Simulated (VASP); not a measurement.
# NaWO3 (Pm-3m) in VASP: a series of runs

The runs below take NaWO3 through single point, with LDA.

All numbers are computed with VASP 6.6.1; they aren't measurements. Logs are shortened: lines on timing, memory, paths and dates and some standing lists are left out, and cuts for length are marked.

### 1 The cell of the first run

The structure is cubic, space group Pm-3m (No. 221). Conventional cell: a = 3.860 Å, b = 3.860 Å, c = 3.860 Å, α = 90.00°, β = 90.00°, γ = 90.00°. Within 3.6 Å of Na (site symmetry m-3m) lie 12 O at 2.73 Å and 8 W at 3.34 Å. W (site symmetry m-3m) has 6 O at 1.93 Å within 2.6 Å. Within 2.6 Å of O (site symmetry 4/mmm) lie 2 W at 1.93 Å.

### 2 Single point, LDA

Contents of INCAR:

```
SYSTEM = NaWO3
PREC     = Accurate       ! precision mode
ENCUT    = 600            ! plane-wave cutoff, eV
EDIFF    = 1E-6           ! SCF threshold, eV
ISMEAR   = -1             ! smearing method
SIGMA    = 0.1            ! smearing width, eV
LREAL    = .FALSE.        ! projectors in reciprocal space
LASPH    = .TRUE.         ! aspherical terms in the spheres
NELM     = 120            ! most SCF steps
ALGO     = Normal         ! electronic algorithm
ISIF     = 2              ! what is computed and relaxed
LWAVE    = .FALSE.        ! write WAVECAR
LCHARG   = .FALSE.        ! write CHGCAR
GGA      = CA             ! functional
NBANDS   = 28             ! bands
GGA_COMPAT= .FALSE.
```

Contents of KPOINTS:

```
regular mesh
0
G
  2 2 2
  0 0 0
```

Contents of POSCAR:

```
NaWO3
1.0
    3.8600000000      0.0000000000      0.0000000000
    0.0000000000      3.8600000000      0.0000000000
    0.0000000000      0.0000000000      3.8600000000
Na W O
1 1 3
Direct
    0.0000000000      0.0000000000      0.0000000000
    0.5000000000      0.5000000000      0.5000000000
    0.5000000000      0.5000000000      0.0000000000
    0.0000000000      0.5000000000      0.5000000000
    0.5000000000      0.0000000000      0.5000000000
```

Potentials or basis: VASP PAW LDA potentials, release 64 (Na_pv, W_sv, O).

The run is started by

```bash
$ cat potpaw_LDA.64/Na_pv/POTCAR potpaw_LDA.64/W_sv/POTCAR potpaw_LDA.64/O/POTCAR > POTCAR
$ mpirun -np 1 vasp_std > vasp.out
```

OUTCAR:

```text
SYSTEM = NaWO3
   PREC = Accurate
   ENCUT = 600
   EDIFF = 1E-6
   ISMEAR = -1
   LREAL = .FALSE.
   LASPH = .TRUE.
   NELM = 120
   ISIF = 2
   GGA = CA

 ion  position               nearest neighbor table
   1  0.000  0.000  0.000-
   2  0.500  0.500  0.500-   3 1.93   4 1.93   5 1.93   3 1.93   5 1.93   4 1.93
   3  0.500  0.500  0.000-   2 1.93   2 1.93
   4  0.000  0.500  0.500-   2 1.93   2 1.93
   5  0.500  0.000  0.500-   2 1.93   2 1.93

  LATTYP: Found a simple cubic cell.
 ALAT       =     3.8600000000

  Lattice vectors:

 A1 = (   3.8600000000,   0.0000000000,   0.0000000000)
 A2 = (   0.0000000000,   3.8600000000,   0.0000000000)
 A3 = (   0.0000000000,   0.0000000000,   3.8600000000)

Analysis of symmetry for initial positions (statically):
=====================================================================
 Subroutine PRICEL returns:
 Original cell was already a primitive cell.

 Routine SETGRP: Setting up the symmetry group for a
 simple cubic supercell.

 Subroutine GETGRP returns: Found 48 space group operations
 (whereof 48 operations were pure point group operations)
 out of a pool of 48 trial point group operations.

The static configuration has the point symmetry O_h .

Analysis of symmetry for dynamics (positions and initial velocities):
=====================================================================
 Subroutine PRICEL returns:
 Original cell was already a primitive cell.

 Routine SETGRP: Setting up the symmetry group for a
 simple cubic supercell.

 Subroutine GETGRP returns: Found 48 space group operations
 (whereof 48 operations were pure point group operations)
 out of a pool of 48 trial point group operations.

The dynamic configuration has the point symmetry O_h .

 Subroutine INISYM returns: Found 48 space group operations
 (whereof 48 operations are pure point group operations),
 and found     1 'primitive' translations

----------------------------------------------------------------------------------------
[... 70 lines left out ...]
   ISTART =      0    job   : 0-new  1-cont  2-samecut
   ICHARG =      2    charge: 1-file 2-atom 10-const
   ISPIN  =      1    spin polarized calculation?
   LNONCOLLINEAR =      F non collinear calculations
   LSORBIT =      F    spin-orbit coupling
   LASPH  =      T    aspherical Exc in radial PAW
   ENCUT  =  600.0 eV  44.10 Ry    6.64 a.u.   7.71  7.71  7.71*2*pi/ulx,y,z
   NELM   =    120;   NELMIN=  2; NELMDL= -5     # of ELM steps
   EDIFF  = 0.1E-05   stopping-criterion for ELM
   LREAL  =      F    real-space projection
   EDIFFG = 0.1E-04   stopping-criterion for IOM
   NSW    =      0    number of steps for IOM
   IBRION =     -1    ionic relax: 0-MD 1-quasi-New 2-CG
   NFREE  =      0    steps in history (QN), initial steepest desc. (CG)
   ISIF   =      2    stress and relaxation
   ISYM   =      2    0-nonsym 1-usesym 2-fastsym
   POTIM  = 0.5000    time-step for ionic-motion
   TEBEG  =    0.0;   TEEND  =   0.0 temperature during run
   PSTRESS=    0.0 pullay stress
   NELECT =      39.0000    total number of electrons
   NUPDOWN=      -1.0000    fix difference up-down
   EMIN   =  10.00;   EMAX   =-10.00  energy-range for DOS
   EFERMI =   0.00;   METHOD = LEGACY
   ISMEAR =    -1;   SIGMA  =   0.10  broadening in eV -4-tet -1-fermi 0-gaus
   EFERMI_NEDOS =   21; number of points for ismear=-14 and -15
   IALGO  =     38    algorithm
   IMIX   =      4    mixing-type and parameters
     AMIX     =   0.40;   BMIX     =  1.00
     AMIX_MAG =   1.60;   BMIX_MAG =  1.00
  volume/ion in A,a.u.               =      11.50        77.62
  Fermi-wavevector in a.u.,A,eV,Ry     =   1.438277  2.717949 28.145548  2.068639
  Thomas-Fermi vector in A             =   2.557261
   LORBIT       =      0    0 simple, 1 ext, 2 COOP (PROOUT), +10 PAW based schemes
   GGA     = CA    functional components
   LHFCALC =     F    Hartree Fock is set to
   AEXX    =    0.0000 exact exchange contribution
   IVDW    =     0    specifies the selected vdW correction
   LEPSILON=     F    determine dielectric tensor
   LRPA    =     F    only Hartree local field effects (RPA)
 non-spin polarized calculation
  energy-cutoff  :      600.00
  volume of cell :       57.51
 maximum number of plane-waves:      1936
 NGX is ok and might be reduce to    32
   NGX = 15   NGY = 15   NGZ = 15

 number of electron      38.9999996 magnetization

 Free energy of the ion-electron system (eV)
  ---------------------------------------------------
  ext. energy  EPLUGINS =         0.00000000
  ---------------------------------------------------
  free energy    TOTEN  =       -43.41430516 eV

  energy without entropy =      -43.32191999  energy(sigma->0) =      -43.36811257

 E-fermi :   4.3219     XC(G=0): -11.4395

 val. band max:        4.2931786927   @ k =   0.5000   0.0000   0.0000
 cond. band min:       7.4979319770   @ k =   0.5000   0.0000   0.0000
 fundamental gap:      3.2047532843
 Fermi energy:         4.3219107811

 k-point     1 :       0.0000    0.0000    0.0000
  band No.  band energies     occupation
      1     -70.0896      2.00000
      2     -34.6098      2.00000
      3     -34.6098      2.00000
      4     -34.6098      2.00000
      5     -18.4930      2.00000
      6     -18.4930      2.00000
[... 113 lines left out ...]
     27      15.6346      0.00000
     28      15.6346      0.00000

------------------------ aborting loop because EDIFF is reached ----------------------------------------

  FORCE on cell =-STRESS in cart. coord.  units (eV):
  Direction    XX          YY          ZZ          XY          YZ          ZX
  --------------------------------------------------------------------------------------
  -------------------------------------------------------------------------------------
  Total       -0.6043856     -0.6043856     -0.6043856      0.0000000      0.0000000     -0.0000000
  in kB      -16.8369251    -16.8369251    -16.8369251      0.0000000      0.0000000     -0.0000000
  external PRESSURE =     -16.8369251 kB  Pullay stress =       0.0000000 kB

 VOLUME and BASIS-vectors are now :
 -----------------------------------------------------------------------------
  energy-cutoff  :      600.00
  volume of cell :       57.51
      direct lattice vectors                 reciprocal lattice vectors
     3.860000000  0.000000000  0.000000000     0.259067358  0.000000000  0.000000000
     0.000000000  3.860000000  0.000000000     0.000000000  0.259067358  0.000000000
     0.000000000  0.000000000  3.860000000     0.000000000  0.000000000  0.259067358

 POSITION                                       TOTAL-FORCE (eV/Angst)
 -----------------------------------------------------------------------------------
      0.00000      0.00000      0.00000         0.000000      0.000000      0.000000
      1.93000      1.93000      1.93000         0.000000      0.000000      0.000000
      1.93000      1.93000      0.00000         0.000000      0.000000      0.000000
      0.00000      1.93000      1.93000         0.000000      0.000000      0.000000
      1.93000      0.00000      1.93000         0.000000      0.000000      0.000000
 -----------------------------------------------------------------------------------
    total drift:                                0.000000     -0.000000     -0.000000

  FREE ENERGIE OF THE ION-ELECTRON SYSTEM (eV)
  ---------------------------------------------------
  free  energy   TOTEN  =       -43.4143051561 eV

  energy  without entropy=      -43.3219199875  energy(sigma->0) =      -43.36811257
```

stdout:

```text
POSCAR found type information on POSCAR NaW O
 POSCAR found :  3 types and       5 ions
 scaLAPACK will be used
 LDA part: xc-table for (Slater(with rela. corr.)+CA(PZ))
 , standard interpolation
 POSCAR, INCAR and KPOINTS ok, starting setup
 FFT: planning ... GRIDC
 FFT: planning ... GRID_SOFT
 FFT: planning ... GRID
 WAVECAR not read
 entering main loop
```

Wall time 6.1 s (1 thread of Intel Xeon Platinum 8559C (Emerald Rapids), shared host); peak memory 0.15 GiB.

What came out:

- Free energy: -43.4143 eV
- Pressure: -1.7 GPa
- Band gap on the k mesh: zero (an odd number of electrons rules out a gap without spin polarisation)

Caveat: the k points lie up to 0.81 Å⁻¹ apart, too coarse for converged energies and pressures of a metal; spin-orbit coupling is left out, which moves the levels of the heavy elements; an odd number of electrons without spin polarisation forces a metal; a magnetic or distorted state may lie lower.

### 3 Single point, LDA

Contents of INCAR:

```
ALGO     = Normal         # electronic algorithm
EDIFF    = 1E-6           # SCF threshold, eV
ENCUT    = 600            # plane-wave cutoff, eV
GGA      = CA             # functional
GGA_COMPAT= F            
ISIF     = 2              # what is computed and relaxed
ISMEAR   = -1             # smearing method
LASPH    = T              # aspherical terms in the spheres
LCHARG   = T              # write CHGCAR
LELF     = T              # ELF
LREAL    = F              # projectors in reciprocal space
LVHAR    = T            
LWAVE    = F              # write WAVECAR
NBANDS   = 28             # bands
NELM     = 120            # most SCF steps
PREC     = Accurate       # precision mode
SIGMA    = 0.1            # smearing width, eV
```

Contents of KPOINTS:

```
k-points
0
Gamma
  3 3 3
```

POSCAR is that of step 2.

Potentials or basis: VASP PAW LDA potentials, release 64 (Na_pv, W_sv, O).

The run is started by

```bash
$ cat potpaw_LDA.64/Na_pv/POTCAR potpaw_LDA.64/W_sv/POTCAR potpaw_LDA.64/O/POTCAR > POTCAR
$ mpirun -np 1 vasp_std > vasp.out
```

Run time: 6.4 s. Hardware: 1 thread of Intel Xeon Platinum 8559C (Emerald Rapids), shared host; peak memory 0.15 GiB.

The run converged. Its results:

- Free energy: -43.6230 eV
- Pressure: -0.2 GPa
- Band gap on the k mesh: zero (an odd number of electrons rules out a gap without spin polarisation)

Levels at points of the mesh, in eV from the Fermi level:
```
           k point  band 17  band 18  band 19  band 20  band 21  band 22
(0.00, 0.00, 0.00)    -4.53    -4.53    -4.53    -2.34    -2.34    -2.34
```

Caveat: the k points lie up to 0.54 Å⁻¹ apart, too coarse for converged energies and pressures of a metal; spin-orbit coupling is left out, which moves the levels of the heavy elements; an odd number of electrons without spin polarisation forces a metal; a magnetic or distorted state may lie lower.

### 4 Single point, LDA

Contents of INCAR:

```
SYSTEM = NaWO3
ALGO = Normal
EDIFF = 1E-6
ENCUT = 600
GGA_COMPAT = .False.
ISIF = 2
ISMEAR = -1
LASPH = .True.
LCHARG = .False.
LREAL = .False.
LWAVE = .False.
NBANDS = 28
NELM = 120
PREC = Accurate
SIGMA = 0.1
```

Contents of KPOINTS:

```
k-points
0
Gamma
  4 4 4
  0 0 0
```

POSCAR is that of step 3.

The run is started by

```bash
$ cat potpaw_LDA.64/Na_pv/POTCAR potpaw_LDA.64/W_sv/POTCAR potpaw_LDA.64/O/POTCAR > POTCAR
$ mpirun -np 1 vasp_std > vasp.out
```

Wall time 12 s (1 thread of Intel Xeon Platinum 8559C (Emerald Rapids), shared host); peak memory 0.16 GiB.

It converged, with:

```yaml
Free_energy: -43.5168 eV
Pressure: 0.4 GPa
Band_gap_on_the_k_mesh: zero (an odd number of electrons rules out a gap without spin polarisation)
```

Levels at points of the mesh, in eV from the Fermi level:
| k point | band 16 | band 17 | band 18 | band 19 | band 20 | band 21 | band 22 | band 23 |
| --- | --- | --- | --- | --- | --- | --- | --- | --- |
| (0.00, 0.00, 0.00) | -4.29 | -3.97 | -3.97 | -3.97 | -1.77 | -1.77 | -1.77 | 1.88 |
| (0.50, 0.00, 0.00) | -5.65 | -4.71 | -4.06 | -4.06 | -1.68 | 1.48 | 1.48 | 3.22 |
| (0.50, 0.50, 0.00) | -5.16 | -5.16 | -5.00 | -3.10 | 1.51 | 1.51 | 2.83 | 4.46 |
| (0.50, 0.50, 0.50) | -8.35 | -3.08 | -3.08 | -3.08 | 2.88 | 2.88 | 2.88 | 4.36 |

Caveat: the k points lie up to 0.41 Å⁻¹ apart, too coarse for converged energies and pressures of a metal; spin-orbit coupling is left out, which moves the levels of the heavy elements; an odd number of electrons without spin polarisation forces a metal; a magnetic or distorted state may lie lower.

### 5 Overview

| k mesh | gap on the mesh (eV) | pressure (GPa) |
| --- | --- | --- |
| 2 × 2 × 2 | none | -1.7 |
| 3 × 3 × 3 | none | -0.2 |
| 4 × 4 × 4 | none | 0.4 |

Alike in all rows: task single point; level LDA; potentials or basis VASP PAW LDA potentials, release 64 (Na_pv, W_sv, O); no spin polarisation; cell as given; cutoff (eV) 600; smearing fermi-dirac 0.1 eV.

Caveats: all runs use coarse meshes; spin-orbit coupling is left out, which moves the levels of the heavy elements; an odd number of electrons without spin polarisation forces a metal; a magnetic or distorted state may lie lower.

Absolute energies hang on the potentials; compare differences alone.
